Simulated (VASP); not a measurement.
# Si (Fd-3m) in VASP: further runs

The runs below take Si through single point, with PBEsol+D3(BJ), PBEsol, PBE.

Everything below comes from runs of VASP 6.6.1. Logs are shortened: lines on timing, memory, paths and dates and some standing lists are left out, and cuts for length are marked.

## Step 1: The cell of the first run

The structure is cubic, space group Fd-3m (No. 227). Conventional cell: a = 5.394 Å, b = 5.394 Å, c = 5.394 Å, α = 90.00°, β = 90.00°, γ = 90.00°. Within 3.1 Å of Si (site symmetry -43m) lie 4 Si at 2.34 Å.

## Step 2: Single point, PBEsol+D3(BJ)

File INCAR:

```
PREC = Accurate
ENCUT = 520
EDIFF = 1E-6
ISMEAR = -1
SIGMA = 0.05
LREAL = False
LASPH = True
NELM = 100
ALGO = Normal
ISIF = 2
LWAVE = False
LCHARG = True
GGA = PS
IVDW = 12
LELF = True
LVHAR = True
NBANDS = 11
```

File KPOINTS:

```
Automatic mesh
0
Gamma
  8 8 8
```

File POSCAR:

```
Si
1.0
    0.0000000000      2.6969779443      2.6969779443
    2.6969779443      0.0000000000      2.6969779443
    2.6969779443      2.6969779443      0.0000000000
Si
2
Direct
    0.5000000000      0.5000000000      0.5000000000
    0.7500000000      0.7500000000      0.7500000000
```

Potentials or basis: VASP PAW PBE potentials, release 64 (Si).

Run with:

```bash
$ cat potpaw_PBE.64/Si/POTCAR > POTCAR
$ mpirun -np 1 vasp_std > vasp.out
```

OUTCAR:

```text
PREC = Accurate
   ENCUT = 520
   EDIFF = 1E-6
   ISMEAR = -1
   LREAL = False
   LASPH = True
   NELM = 100
   ISIF = 2
   GGA = PS
   IVDW = 12
 IVDW          = 12

 ion  position               nearest neighbor table
   1  0.500  0.500  0.500-   2 2.34   2 2.34   2 2.34   2 2.34
   2  0.750  0.750  0.750-   1 2.34   1 2.34   1 2.34   1 2.34

  LATTYP: Found a face centered cubic cell.
 ALAT       =     5.3939558886

  Lattice vectors:

 A1 = (   0.0000000000,   2.6969779443,   2.6969779443)
 A2 = (   2.6969779443,   0.0000000000,   2.6969779443)
 A3 = (   2.6969779443,   2.6969779443,   0.0000000000)

Analysis of symmetry for initial positions (statically):
=====================================================================
 Subroutine PRICEL returns:
 Original cell was already a primitive cell.

 Routine SETGRP: Setting up the symmetry group for a
 face centered cubic supercell.

 Subroutine GETGRP returns: Found 48 space group operations
 (whereof 24 operations were pure point group operations)
 out of a pool of 48 trial point group operations.

The static configuration has the point symmetry T_d .
 The point group associated with its full space group is O_h .

Analysis of symmetry for dynamics (positions and initial velocities):
=====================================================================
 Subroutine PRICEL returns:
 Original cell was already a primitive cell.

 Routine SETGRP: Setting up the symmetry group for a
 face centered cubic supercell.

 Subroutine GETGRP returns: Found 48 space group operations
 (whereof 24 operations were pure point group operations)
 out of a pool of 48 trial point group operations.

The dynamic configuration has the point symmetry T_d .
 The point group associated with its full space group is O_h .

 Subroutine INISYM returns: Found 48 space group operations
 (whereof 24 operations are pure point group operations),
 and found     1 'primitive' translations

----------------------------------------------------------------------------------------

                                     Primitive cell

  volume of cell :      39.2340

  direct lattice vectors                    reciprocal lattice vectors
     0.000000000  2.696977944  2.696977944    -0.185392691  0.185392691  0.185392691
     2.696977944  0.000000000  2.696977944     0.185392691 -0.185392691  0.185392691
     2.696977944  2.696977944  0.000000000     0.185392691  0.185392691 -0.185392691

  length of vectors
     3.814102786  3.814102786  3.814102786     0.321109561  0.321109561  0.321109561

  position of ions in fractional coordinates (direct lattice)
     0.500000000  0.500000000  0.500000000
     0.750000000  0.750000000  0.750000000

  ion indices of the primitive-cell ions
   primitive index   ion index
                 1           1
                 2           2

----------------------------------------------------------------------------------------

 KPOINTS: Automatic mesh

Automatic generation of k-mesh.
 Grid dimensions read from file:
 generate k-points for:    8    8    8

 Generating k-lattice:

  Cartesian coordinates                     Fractional coordinates (reciprocal lattice)
    -0.023174086  0.023174086  0.023174086     0.125000000  0.000000000  0.000000000
     0.023174086 -0.023174086  0.023174086     0.000000000  0.125000000  0.000000000
     0.023174086  0.023174086 -0.023174086     0.000000000  0.000000000  0.125000000

  Length of vectors
     0.040138695  0.040138695  0.040138695

  Shift w.r.t. Gamma in fractional coordinates (k-lattice)
     0.000000000  0.000000000  0.000000000

 Subroutine IBZKPT returns following result:
 ===========================================

 Found     29 irreducible k-points:

 Following reciprocal coordinates:
            Coordinates               Weight
  0.000000  0.000000  0.000000      1.000000
  0.125000  0.000000  0.000000      8.000000
  0.250000  0.000000  0.000000      8.000000
  0.375000  0.000000  0.000000      8.000000
  0.500000  0.000000  0.000000      4.000000
  0.125000  0.125000  0.000000      6.000000
[... 16 lines left out ...]
  0.500000  0.250000  0.125000     48.000000
 -0.375000  0.250000  0.125000     24.000000
 [... further k-points ...]
   k-points           NKPTS =     29   k-points in BZ     NKDIM =     29   number of bands    NBANDS=     11
   number of dos      NEDOS =    301   number of ions     NIONS =      2
   total plane-waves  NPLWV =  21952
   dimension x,y,z NGX =    28 NGY =   28 NGZ =   28
   dimension x,y,z NGXF=    56 NGYF=   56 NGZF=   56
   ions per type =               2
   NGX,Y,Z   is equivalent  to a cutoff of  12.20, 12.20, 12.20 a.u.
   NGXF,Y,Z  is equivalent  to a cutoff of  24.41, 24.41, 24.41 a.u.
 SYSTEM =  unknown system
   PREC   = accura    normal or accurate (medium, high low for compatibility)
   ISTART =      0    job   : 0-new  1-cont  2-samecut
   ICHARG =      2    charge: 1-file 2-atom 10-const
   ISPIN  =      1    spin polarized calculation?
   LNONCOLLINEAR =      F non collinear calculations
   LSORBIT =      F    spin-orbit coupling
   LASPH  =      T    aspherical Exc in radial PAW
   ENCUT  =  520.0 eV  38.22 Ry    6.18 a.u.   7.09  7.09  7.09*2*pi/ulx,y,z
   NELM   =    100;   NELMIN=  2; NELMDL= -5     # of ELM steps
   EDIFF  = 0.1E-05   stopping-criterion for ELM
   LREAL  =      F    real-space projection
   EDIFFG = 0.1E-04   stopping-criterion for IOM
   NSW    =      0    number of steps for IOM
   IBRION =     -1    ionic relax: 0-MD 1-quasi-New 2-CG
   NFREE  =      0    steps in history (QN), initial steepest desc. (CG)
   ISIF   =      2    stress and relaxation
   ISYM   =      2    0-nonsym 1-usesym 2-fastsym
   POTIM  = 0.5000    time-step for ionic-motion
   TEBEG  =    0.0;   TEEND  =   0.0 temperature during run
   PSTRESS=    0.0 pullay stress
   NELECT =       8.0000    total number of electrons
   NUPDOWN=      -1.0000    fix difference up-down
   EMIN   =  10.00;   EMAX   =-10.00  energy-range for DOS
   EFERMI =   0.00;   METHOD = LEGACY
   ISMEAR =    -1;   SIGMA  =   0.05  broadening in eV -4-tet -1-fermi 0-gaus
   EFERMI_NEDOS =   21; number of points for ismear=-14 and -15
   IALGO  =     38    algorithm
   IMIX   =      4    mixing-type and parameters
     AMIX     =   0.40;   BMIX     =  1.00
     AMIX_MAG =   1.60;   BMIX_MAG =  1.00
  volume/ion in A,a.u.               =      19.62       132.38
  Fermi-wavevector in a.u.,A,eV,Ry     =   0.963572  1.820887 12.632611  0.928471
  Thomas-Fermi vector in A             =   2.093129
   LORBIT       =      0    0 simple, 1 ext, 2 COOP (PROOUT), +10 PAW based schemes
   GGA     = PS    functional components
   LHFCALC =     F    Hartree Fock is set to
   AEXX    =    0.0000 exact exchange contribution
   IVDW    =    12    specifies the selected vdW correction
   LEPSILON=     F    determine dielectric tensor
   LRPA    =     F    only Hartree local field effects (RPA)
 non-spin polarized calculation
  energy-cutoff  :      520.00
  volume of cell :       39.23
 maximum number of plane-waves:      1067
   NGX = 15   NGY = 15   NGZ = 15

 number of electron       8.0000001 magnetization

 Free energy of the ion-electron system (eV)
  ---------------------------------------------------
  ext. energy  EPLUGINS =         0.00000000
  ---------------------------------------------------
  free energy    TOTEN  =       -11.48267222 eV

  energy without entropy =      -11.48257177  energy(sigma->0) =      -11.48262200

 E-fermi :   6.2122     XC(G=0):  -9.6313

 val. band max:        5.9997700380   @ k =   0.0000   0.0000   0.0000
 cond. band min:       6.4686708572   @ k =   0.3750   0.3750   0.0000
 fundamental gap:      0.4689008192
 Fermi energy:         6.2122102166

 k-point     1 :       0.0000    0.0000    0.0000
  band No.  band energies     occupation
      1      -6.1329      2.00000
      2       5.9998      1.97184
      3       5.9998      1.97184
      4       5.9998      1.97184
      5       8.5243      0.00000
      6       8.5243      0.00000
      7       8.5243      0.00000
      8       9.5580      0.00000
      9      13.6982      0.00000
     10      13.6982      0.00000
     11      13.7931      0.00000

 k-point     2 :       0.1250    0.0000    0.0000
  band No.  band energies     occupation
      1      -5.9243      2.00000
      2       4.3790      2.00000
      3       5.7011      1.99993
      4       5.7011      1.99993
      5       8.5007      0.00000
      6       8.9609      0.00000
      7       8.9609      0.00000
      8      10.8548      0.00000
      9      13.1850      0.00000
     10      13.1850      0.00000
     11      14.6107      0.00000

 k-point     3 :       0.2500    0.0000    0.0000
  band No.  band energies     occupation
      1      -5.3150      2.00000
      2       2.0081      2.00000
      3       5.2210      2.00000
      4       5.2210      2.00000
      5       8.0300      0.00000
      6       9.4731      0.00000
      7       9.4731      0.00000
      8      13.0137      0.00000
      9      13.1387      0.00000
     10      13.1387      0.00000
     11      14.8547      0.00000

 k-point     4 :       0.3750    0.0000    0.0000
  band No.  band energies     occupation
      1      -4.3961      2.00000
      2      -0.0570      2.00000
      3       4.8907      2.00000
      4       4.8907      2.00000
      5       7.6651      0.00000
      6       9.3856      0.00000
      7       9.3856      0.00000
      8      13.7264      0.00000
      9      14.5679      0.00000
     10      14.5679      0.00000
     11      15.7535      0.00000

 k-point     5 :       0.5000    0.0000    0.0000
  band No.  band energies     occupation
      1      -3.7306      2.00000
      2      -1.1138      2.00000
      3       4.7782      2.00000
      4       4.7782      2.00000
      5       7.5370      0.00000
      6       9.2619      0.00000
      7       9.2619      0.00000
      8      13.5384      0.00000
      9      16.5623      0.00000
     10      16.5623      0.00000
     11      17.3972      0.00000
[... 211 lines left out ...]
 k-point    21 :       0.5000    0.5000    0.0000
  band No.  band energies     occupation
      1      -1.8971      2.00000
      2      -1.8971      2.00000
      3       3.0710      2.00000
      4       3.0710      2.00000
      5       6.5472      0.00246
      6       6.5472      0.00246
      7      16.2387      0.00000
      8      16.2387      0.00000
      9      16.9982      0.00000
     10      16.9982      0.00000
     11      18.5717      0.00000

 k-point    22 :       0.3750    0.2500    0.1250
  band No.  band energies     occupation
      1      -4.7735      2.00000
      2       1.6816      2.00000
      3       3.1900      2.00000
      4       4.5325      2.00000
      5       8.3776      0.00000
      6       9.8994      0.00000
      7      10.1068      0.00000
      8      11.5175      0.00000
      9      13.8044      0.00000
     10      16.3687      0.00000
     11      17.0514      0.00000

 k-point    23 :       0.5000    0.2500    0.1250
  band No.  band energies     occupation
      1      -3.8608      2.00000
      2       0.0873      2.00000
      3       2.5771      2.00000
      4       4.0089      2.00000
      5       8.8064      0.00000
      6       9.5037      0.00000
      7      10.9799      0.00000
      8      11.9427      0.00000
      9      15.0474      0.00000
     10      15.7475      0.00000
     11      17.9561      0.00000

 k-point    24 :      -0.3750    0.2500    0.1250
  band No.  band energies     occupation
      1      -3.1820      2.00000
      2      -0.8945      2.00000
      3       2.4528      2.00000
      4       3.7693      2.00000
      5       9.0214      0.00000
      6       9.0421      0.00000
      7      11.9207      0.00000
      8      13.0914      0.00000
      9      13.4135      0.00000
     10      16.5547      0.00000
     11      17.7706      0.00000

 [... further k-points ...]

------------------------ aborting loop because EDIFF is reached ----------------------------------------

 Edisp (eV)   -0.55273

 E8    (eV) :    -0.3500

  FORCE on cell =-STRESS in cart. coord.  units (eV):
  Direction    XX          YY          ZZ          XY          YZ          ZX
  --------------------------------------------------------------------------------------
  -------------------------------------------------------------------------------------
  Total       0.05272     0.05272     0.05272     0.00000     0.00000    -0.00000
  in kB       2.15296     2.15296     2.15296     0.00000     0.00000    -0.00000
  external pressure =        2.15 kB  Pullay stress =        0.00 kB

 VOLUME and BASIS-vectors are now :
 -----------------------------------------------------------------------------
  energy-cutoff  :      520.00
  volume of cell :       39.23
      direct lattice vectors                 reciprocal lattice vectors
     0.000000000  2.696977944  2.696977944    -0.185392691  0.185392691  0.185392691
     2.696977944  0.000000000  2.696977944     0.185392691 -0.185392691  0.185392691
     2.696977944  2.696977944  0.000000000     0.185392691  0.185392691 -0.185392691

 POSITION                                       TOTAL-FORCE (eV/Angst)
 -----------------------------------------------------------------------------------
      2.69698      2.69698      2.69698        -0.000000      0.000000      0.000000
      4.04547      4.04547      4.04547         0.000000     -0.000000     -0.000000
 -----------------------------------------------------------------------------------
    total drift:                                0.000000      0.000000     -0.000000

  FREE ENERGIE OF THE ION-ELECTRON SYSTEM (eV)
  ---------------------------------------------------
  free  energy   TOTEN  =       -12.0354014976 eV

  energy  without entropy=      -12.0353010515  energy(sigma->0) =      -12.03535127
```

It took 19 s on 1 thread of AMD EPYC 7R13, shared host; peak memory 0.13 GiB.

Results:

| Quantity | Value |
| --- | --- |
| Free energy | -12.0354 eV |
| Pressure | 0.2 GPa |
| Band gap on the k mesh | 0.47 eV, indirect (least direct gap 2.52 eV) |
| Dispersion energy per atom | -0.276 eV |

Levels at points of the mesh, in eV from the valence-band top:
```csv
k point,band 1,band 2,band 3,band 4,band 5,band 6,band 7,band 8
"(0.00, 0.00, 0.00)",-12.13,0.00,0.00,0.00,2.52,2.52,2.52,3.56
"(0.50, 0.00, 0.00)",-9.73,-7.11,-1.22,-1.22,1.54,3.26,3.26,7.54
"(0.50, 0.50, 0.00)",-7.90,-7.90,-2.93,-2.93,0.55,0.55,10.24,10.24
```

Caveat: the PAW data sets were made with another functional, which shifts forces and pressure a little. A k mesh can miss the band edges.

## Step 3: Single point, PBEsol

This run uses another cell than the first one, of 20.16 Å³/atom, 1.028 times its volume.

File INCAR:

```
ALGO     = Normal         # electronic algorithm
EDIFF    = 1E-6           # SCF threshold, eV
ENCUT    = 520            # plane-wave cutoff, eV
GGA      = PS             # functional
ISIF     = 2              # what is computed and relaxed
ISMEAR   = -1             # smearing method
LASPH    = True           # aspherical terms in the spheres
LCHARG   = False          # write CHGCAR
LREAL    = False          # projectors in reciprocal space
LWAVE    = False          # write WAVECAR
NBANDS   = 11             # bands
NELM     = 80             # most SCF steps
PREC     = Accurate       # precision mode
SIGMA    = 0.05           # smearing width, eV
```

File KPOINTS:

```
k-points
0
Gamma
  8 8 8
```

File POSCAR:

```
Si
1.0
    0.0000000000      2.7218511865      2.7218511865
    2.7218511865      0.0000000000      2.7218511865
    2.7218511865      2.7218511865      0.0000000000
Si
2
Direct
    0.5000000000      0.5000000000      0.5000000000
    0.7500000000      0.7500000000      0.7500000000
```

Potentials or basis: VASP PAW PBE potentials, release 64 (Si).

Run with:

```bash
$ cat potpaw_PBE.64/Si/POTCAR > POTCAR
$ mpirun -np 1 vasp_std > vasp.out
```

It took 18 s on 1 thread of AMD EPYC 7R13, shared host; peak memory 0.13 GiB.

Results (log left out):

| Property | Result |
| --- | --- |
| Free energy | -11.4889 eV |
| Pressure | -0.4 GPa |
| Band gap on the k mesh | 0.51 eV, indirect (least direct gap 2.51 eV) |

Levels at points of the mesh, in eV from the valence-band top:
```
           k point  band 1  band 2  band 3  band 4  band 5  band 6  band 7  band 8
(0.00, 0.00, 0.00)  -11.94    0.00    0.00    0.00    2.51    2.51    2.51    3.24
(0.50, 0.00, 0.00)   -9.61   -6.98   -1.20   -1.20    1.44    3.28    3.28    7.50
(0.50, 0.50, 0.00)   -7.81   -7.81   -2.86   -2.86    0.60    0.60   10.00   10.00
```

Caveat: the PAW data sets were made with another functional, which shifts forces and pressure a little.

## Step 4: Single point, PBE

This run uses another cell than the first one, of 20.16 Å³/atom, 1.028 times its volume.

File INCAR:

```
SYSTEM = Si
ALGO = Normal
EDIFF = 1E-6
ENCUT = 520
GGA = PE
ISIF = 2
ISMEAR = 0
LASPH = .TRUE.
LCHARG = .FALSE.
LREAL = .FALSE.
LWAVE = .FALSE.
NBANDS = 11
NELM = 60
PREC = Accurate
SIGMA = 0.018000000000000002
```

File KPOINTS:

```
k-points
0
G
  8 8 8
  0 0 0
```

POSCAR is that of step 3.

Run with:

```bash
$ cat potpaw_PBE.64/Si/POTCAR > POTCAR
$ mpirun -np 1 vasp_std > vasp.out
```

Run time: 23 s. Hardware: 1 thread of AMD EPYC 7R13, shared host; peak memory 0.13 GiB.

It converged, with:

```
Free energy            : -10.8439 eV
Pressure               : 1.3 GPa
Band gap on the k mesh : 0.63 eV, indirect (least direct gap 2.56 eV)
```

Levels at points of the mesh, in eV from the valence-band top:
```csv
k point,band 1,band 2,band 3,band 4,band 5,band 6,band 7,band 8,band 9
"(0.00, 0.00, 0.00)",-11.91,0.00,0.00,0.00,2.56,2.56,2.56,3.29,7.72
"(0.50, 0.00, 0.00)",-9.60,-6.93,-1.19,-1.19,1.51,3.34,3.34,7.72,10.53
"(0.50, 0.50, 0.00)",-7.79,-7.79,-2.83,-2.83,0.72,0.72,10.05,10.05,10.95
```

A k mesh can miss the band edges. As with any semilocal functional, this PBE gap is likely too small.

(Part 1 of 2 ends here.)
